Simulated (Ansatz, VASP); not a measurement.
KBr in VASP and in Ansatz

Contents of INCAR:

```
  ALGO = Normal
  EDIFF = 1E-7
  EDIFFG = -0.04
  ENCUT = 600
  GGA = PE
  IBRION = 2
  ISIF = 3
  ISMEAR = 0
  LASPH = T
  LCHARG = F
  LREAL = F
  LWAVE = F
  NELM = 100
  NSW = 90
  PREC = Accurate
  SIGMA = 0.1
```

Contents of KPOINTS:

```
k-points
0
Gamma
  6 6 4
```

File POSCAR:

```
KBr
1.0
    4.0853642600      0.0000000000      0.0000000000
   -2.0426821300      3.5380292300      0.0000000000
    0.0000000000      0.0000000000      5.9307425600
K Br
1 1
Direct
    0.0000000000      0.0000000000      0.5000000000
    0.0000000000      0.0000000000      0.0000000000
```

Input for Ansatz:

```yaml
crystal:
  lattice:
    - [4.08536426, 0.0, 0.0]
    - [-2.04268213, 3.53802923, 0.0]
    - [0.0, 0.0, 5.93074256]
  atoms:
    - { symbol: K, position: [0.0, 0.0, 0.5] }
    - { symbol: Br, position: [0.0, 0.0, 0.0] }
basis:
  ecutwfc: 420
kpoints:
  mp_grid: { grid: [6, 6, 4] }
hamiltonian:
  xc: pbe
scf:
  occupations: { method: gaussian, width: 0.1 }
  lower_state_search: "off"
output:
  forces: true
  stress: true
  eigenvalues: true
relax:
  adjacent_minimum: "off"
  f_tol: 0.04
  max_steps: 70
  cell: { stress_tol: 0.4 }
```

Alike in both runs: task relaxation of cell and atoms; functional PBE; k mesh 6 × 6 × 4; occupations gaussian, width 0.1 eV; no spin polarisation.

|  | VASP | Ansatz |
| --- | --- | --- |
| version | VASP 6.6.1 | Ansatz 0.2.0 |
| potentials or method | VASP PAW PBE potentials, release 64 (K_sv, Br), cutoff 600 eV | scalar-relativistic, plane waves, PAW |
| valence electrons in the cell | 16 | 16 |

Ansatz gave:

```
gap on the k mesh at the Fermi level, each at its own relaxed structure (eV)  : 3.26
relaxed volume (Å³/atom)                                                      : 95.80
relaxed length of the cell vector where the two differ most in proportion (Å) : 6.077
```

Problem. Estimate VASP's values.

Solution. gap on the k mesh at the Fermi level, each at its own relaxed structure (eV): 3.49; relaxed volume (Å³/atom): 116.49; relaxed length of the cell vector where the two differ most in proportion (Å): 6.684.

One of these differences is far larger than is usual between the two programs; its cause wasn't traced.

Noted on VASP's run: the volume moved by over 15 % at a fixed basis, so the end points are rough.
